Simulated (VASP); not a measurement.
Input of a VASP 6.6.1 run:

INCAR

```
PREC = Accurate ; ENCUT = 520
EDIFF = 1E-7 ; ISMEAR = -1
SIGMA = 0.05 ; LREAL = False
LASPH = True ; NELM = 80
ALGO = Normal ; ISIF = 2
LWAVE = False ; LCHARG = True
LELF = True ; LVHAR = True
NBANDS = 18
```

The input KPOINTS:

```
regular mesh
0
Gamma
  7 7 7
```

The input POSCAR:

```
Sb
1.0
   -4.0300106443      4.0300106443      2.0254867038
    4.0300106443     -4.0300106443      2.0254867038
    4.0300106443      4.0300106443     -2.0254867038
Sb
4
Direct
    0.6512630600      0.1512630600      0.8025261200
    0.1512630600      0.3487369400      0.5000000000
    0.3487369400      0.8487369400      0.1974738800
    0.8487369400      0.6512630600      0.5000000000
```

Potentials or basis: VASP PAW LDA potentials, release 64 (Sb).

Launch:

```bash
$ cat potpaw_LDA.64/Sb/POTCAR > POTCAR
$ mpirun -np 1 vasp_std > vasp.out
```

Estimate the largest force.

0.045 eV/Å.

What does it give for the band gap on the k mesh?

Zero (band 10 reaches 6.56 eV, above the bottom of band 11 at 5.02 eV).

Forces in eV/Å, atoms in the order of the input:
```
Sb  -0.032 -0.032  0.000
Sb   0.032 -0.032  0.000
Sb   0.032  0.032  0.000
Sb  -0.032  0.032  0.000
```

Caveat: spin-orbit coupling is left out, which moves the levels of the heavy elements.
